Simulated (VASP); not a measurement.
# TiTe2 (P-3m1) in VASP: a series of runs, part 2 of 2

VASP 6.6.1. Earlier steps stand in the parts before.

### 4 Single point, PBEsol

This run uses another cell than the first one, of 21.76 Å³/atom, 1.168 times its volume.

INCAR reads:

```
PREC = Accurate
ENCUT = 520
EDIFF = 1E-7
ISMEAR = -1
SIGMA = 0.05
LREAL = False
LASPH = True
NELM = 80
ALGO = Normal
ISIF = 2
LWAVE = False
LCHARG = False
GGA = PS
NBANDS = 19
```

KPOINTS reads:

```
regular mesh
0
Gamma
  8 8 4
```

POSCAR reads:

```
TiTe2
1.0
    3.5309039327      0.0000000000      0.0000000000
   -1.7654519663      3.0578525040      0.0000000000
    0.0000000000      0.0000000000      6.0449451694
Te Ti
2 1
Direct
    0.3333333333      0.6666666667      0.7142159385
    0.6666666667      0.3333333333      0.2857840615
    0.0000000000      0.0000000000      0.0000000000
```

On the command line:

```sh
> cat potpaw_PBE.64/Te/POTCAR potpaw_PBE.64/Ti_sv/POTCAR > POTCAR
> mpirun -np 1 vasp_std > vasp.out
```

It took 21 s on 1 thread of Intel Xeon 6975P-C (Granite Rapids), shared host; peak memory 0.21 GiB.

It converged, with:

```
Free energy            : -17.2665 eV
Pressure               : 10.0 GPa
Largest force          : 0.018 eV/Å
Band gap on the k mesh : zero (band 12 reaches 10.02 eV, above the bottom of band 13 at 9.08 eV)
```

Forces in eV/Å, atoms in the order of the input:
```
Te   0.000  0.000 -0.018
Te   0.000  0.000  0.018
Ti   0.000  0.000  0.000
```

Levels at points of the mesh, in eV from the Fermi level:
```csv
k point,band 9,band 10,band 11,band 12,band 13,band 14,band 15,band 16
"(0.00, 0.00, 0.00)",-1.55,0.07,0.58,0.58,1.41,1.82,1.82,3.30
"(0.50, 0.00, 0.00)",-3.31,-2.80,-1.68,-1.40,-0.14,1.66,2.00,2.71
"(0.00, 0.00, 0.50)",-1.38,-1.38,0.55,0.55,1.02,1.02,1.48,4.31
"(0.50, 0.00, 0.50)",-2.94,-2.35,-0.66,-0.63,-0.10,1.65,2.07,2.64
```

Caveat: the PAW data sets were made with another functional, which shifts forces and pressure a little; spin-orbit coupling is left out, which moves the levels of the heavy elements.

### 5 Single point, PBEsol

This run uses another cell than the first one, of 23.13 Å³/atom, 1.241 times its volume.

INCAR reads:

```
PREC     = Accurate       # precision mode
ENCUT    = 520            # plane-wave cutoff, eV
EDIFF    = 1E-6           # SCF threshold, eV
ISMEAR   = -1             # smearing method
SIGMA    = 0.05           # smearing width, eV
LREAL    = False          # projectors in reciprocal space
LASPH    = True           # aspherical terms in the spheres
NELM     = 80             # most SCF steps
ALGO     = Normal         # electronic algorithm
ISIF     = 2              # what is computed and relaxed
LWAVE    = False          # write WAVECAR
LCHARG   = False          # write CHGCAR
GGA      = PS             # functional
NBANDS   = 19             # bands
```

KPOINTS is that of step 4.

POSCAR reads:

```
TiTe2
1.0
    3.6060852607      0.0000000000      0.0000000000
   -1.8030426303      3.1229614439      0.0000000000
    0.0000000000      0.0000000000      6.1607361254
Te Ti
2 1
Direct
    0.3333333333      0.6666666667      0.7201534204
    0.6666666667      0.3333333333      0.2798465796
    0.0000000000      0.0000000000      0.0000000000
```

On the command line:

```sh
> cat potpaw_PBE.64/Te/POTCAR potpaw_PBE.64/Ti_sv/POTCAR > POTCAR
> mpirun -np 1 vasp_std > vasp.out
```

Wall time 19 s (1 thread of Intel Xeon 6975P-C (Granite Rapids), shared host); peak memory 0.2 GiB.

Results (log left out):

```yaml
Free_energy: -17.4557 eV
Pressure: 5.0 GPa
Largest_force: 0.021 eV/Å
Band_gap_on_the_k_mesh: zero (band 12 reaches 9.09 eV, above the bottom of band 13 at 8.27 eV)
```

Forces in eV/Å, atoms in the order of the input:
```
Te   0.000  0.000 -0.021
Te   0.000  0.000  0.021
Ti   0.000  0.000  0.000
```

Levels at points of the mesh, in eV from the Fermi level:
```csv
k point,band 9,band 10,band 11,band 12,band 13,band 14,band 15,band 16
"(0.00, 0.00, 0.00)",-1.59,0.17,0.52,0.52,1.15,1.58,1.58,3.23
"(0.50, 0.00, 0.00)",-3.17,-2.68,-1.69,-1.30,-0.08,1.49,1.85,2.57
"(0.00, 0.00, 0.50)",-1.45,-1.45,0.50,0.50,0.95,0.95,1.31,4.05
"(0.50, 0.00, 0.50)",-2.76,-2.23,-0.74,-0.53,-0.26,1.48,1.87,2.63
```

Caveat: the PAW data sets were made with another functional, which shifts forces and pressure a little; spin-orbit coupling is left out, which moves the levels of the heavy elements.

### 6 Single point, PBE

This run uses another cell than the first one, of 27.86 Å³/atom, 1.495 times its volume.

INCAR reads:

```
  PREC = Accurate
  ENCUT = 520
  EDIFF = 1E-6
  ISMEAR = -1
  SIGMA = 0.05
  LREAL = False
  LASPH = True
  NELM = 60
  ALGO = Normal
  ISIF = 2
  LWAVE = False
  LCHARG = False
  GGA = PE
  NBANDS = 19
```

KPOINTS reads:

```
Automatic mesh
0
Gamma
  8 8 4
```

POSCAR reads:

```
TiTe2
1.0
    3.7881490296      0.0000000000      0.0000000000
   -1.8940745148      3.2806332929      0.0000000000
    0.0000000000      0.0000000000      6.7242923673
Te Ti
2 1
Direct
    0.3333333333      0.6666666667      0.7449329710
    0.6666666667      0.3333333333      0.2550670290
    0.0000000000      0.0000000000      0.0000000000
```

Potentials or basis: VASP PAW PBE potentials, release 64 (Te, Ti_sv).

On the command line:

```sh
> cat potpaw_PBE.64/Te/POTCAR potpaw_PBE.64/Ti_sv/POTCAR > POTCAR
> mpirun -np 1 vasp_std > vasp.out
```

It took 26 s on 1 thread of Intel Xeon 6975P-C (Granite Rapids), shared host; peak memory 0.21 GiB.

It converged, with:

```
Free energy            : -16.2253 eV
Pressure               : 0.0 GPa
Largest force          : 0.010 eV/Å
Band gap on the k mesh : zero (band 12 reaches 6.73 eV, above the bottom of band 13 at 6.10 eV)
```

Forces on the atoms (eV/Å):
```
Te   0.000  0.000 -0.010
Te   0.000  0.000  0.010
Ti   0.000  0.000  0.000
```

Levels at points of the mesh, in eV from the Fermi level:
| k point | band 8 | band 9 | band 10 | band 11 | band 12 | band 13 | band 14 | band 15 | band 16 | band 17 |
| --- | --- | --- | --- | --- | --- | --- | --- | --- | --- | --- |
| (0.00, 0.00, 0.00) | -1.62 | -1.62 | 0.26 | 0.36 | 0.40 | 0.40 | 1.06 | 1.06 | 3.12 | 3.12 |
| (0.50, 0.00, 0.00) | -3.69 | -2.51 | -2.33 | -1.74 | -0.99 | 0.03 | 1.14 | 1.46 | 2.45 | 3.24 |
| (0.00, 0.00, 0.50) | -2.47 | -1.57 | -1.57 | 0.40 | 0.40 | 0.85 | 0.85 | 0.95 | 3.42 | 3.42 |
| (0.50, 0.00, 0.50) | -4.32 | -2.36 | -1.92 | -1.11 | -0.63 | -0.23 | 1.14 | 1.45 | 2.69 | 3.39 |

Caveat: spin-orbit coupling is left out, which moves the levels of the heavy elements; this functional lacks dispersion, which binds the layers, so the pressure and a relaxed spacing across them are unreliable.

### 7 Summary

```csv
level,cell,gap on the mesh (eV),pressure (GPa),largest force (eV/Å)
PBEsol,"a = 3.318, b = 3.318, c = 5.864 Å, angles 90.0, 90.0, 120.0°, 3 atoms",none,30.1,-
PBEsol,"a = 3.407, b = 3.407, c = 5.934 Å, angles 90.0, 90.0, 120.0°, 3 atoms",none,20.0,0.01
PBEsol,"a = 3.531, b = 3.531, c = 6.045 Å, angles 90.0, 90.0, 120.0°, 3 atoms",none,10.0,0.02
PBEsol,"a = 3.606, b = 3.606, c = 6.161 Å, angles 90.0, 90.0, 120.0°, 3 atoms",none,5.0,0.02
PBE,"a = 3.788, b = 3.788, c = 6.724 Å, angles 90.0, 90.0, 120.0°, 3 atoms",none,0.0,0.01
```

Alike in all rows: task single point; potentials or basis VASP PAW PBE potentials, release 64 (Te, Ti_sv); no spin polarisation; k mesh 8 × 8 × 4; cutoff (eV) 520; smearing fermi-dirac 0.05 eV.

Caveats: spin-orbit coupling is left out, which moves the levels of the heavy elements; the PAW data sets were made with another functional, which shifts forces and pressure a little (some runs); this functional lacks dispersion, which binds the layers, so the pressure and a relaxed spacing across them are unreliable (some runs).

Absolute energies hang on the potentials; compare differences alone.
